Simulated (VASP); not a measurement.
Here is a VASP 6.6.1 calculation.

File POSCAR:

```
BAs
1.0
    0.0000000000      2.3600307209      2.3961773584
    2.3600307209      0.0000000000      2.3961773584
    2.3600307209      2.3600307209      0.0000000000
B As
1 1
Direct
    0.0000000000      0.0000000000      0.0000000000
    0.2500000000      0.2500000000      0.2500000000
```

The input INCAR.step1:

```
  ALGO = Normal
  EDIFF = 1E-8
  ENCUT = 500
  GGA = PS
  ISMEAR = 0
  LASPH = T
  LCHARG = F
  LREAL = F
  LWAVE = T
  NELM = 100
  PREC = Accurate
  SIGMA = 0.01
```

The input INCAR.step2:

```
  ALGO = Exact
  EDIFF = 1E-8
  ENCUT = 500
  GGA = PS
  ISMEAR = 0
  ISTART = 1
  LASPH = T
  LCHARG = F
  LOPTICS = T
  LREAL = F
  LWAVE = T
  NBANDS = 64
  NELM = 1
  PREC = Accurate
  SIGMA = 0.01
```

The input INCAR.step3:

```
  ALGO = EVGW0
  EDIFF = 1E-8
  ENCUT = 500
  ENCUTGW = 100.0
  GGA = PS
  ISMEAR = 0
  ISTART = 1
  LASPH = T
  LCHARG = F
  LREAL = F
  LWAVE = F
  NBANDS = 64
  NBANDSGW = 12
  NELMGW = 1
  NOMEGA = 48
  PREC = Accurate
  PRECFOCK = Fast
  SIGMA = 0.01
```

Contents of KPOINTS:

```
k-points
0
Gamma
  4 4 4
```

Potentials or basis: VASP PAW PBE potentials, release 64 (B_GW, As_GW).

Command:

```bash
$ cat potpaw_PBE.64/B_GW/POTCAR potpaw_PBE.64/As_GW/POTCAR > POTCAR
$ cp INCAR.step1 INCAR
$ mpirun -np 1 vasp_std > vasp.out
$ cp INCAR.step2 INCAR
$ mpirun -np 1 vasp_std > vasp.out
$ cp INCAR.step3 INCAR
$ mpirun -np 1 vasp_std > vasp.out
```

Question: Predict the quasiparticle gap.

Answer: 1.77 eV.

Question: Estimate the least direct quasiparticle gap.

Answer: 3.96 eV.

Question: Predict the band gap of the starting levels on the mesh.

Answer: 1.16 eV.

Caveat: the k points lie up to 0.57 Å⁻¹ apart; bands, screening cutoff and mesh are small and nothing is extrapolated, so the quasiparticle values aren't converged.
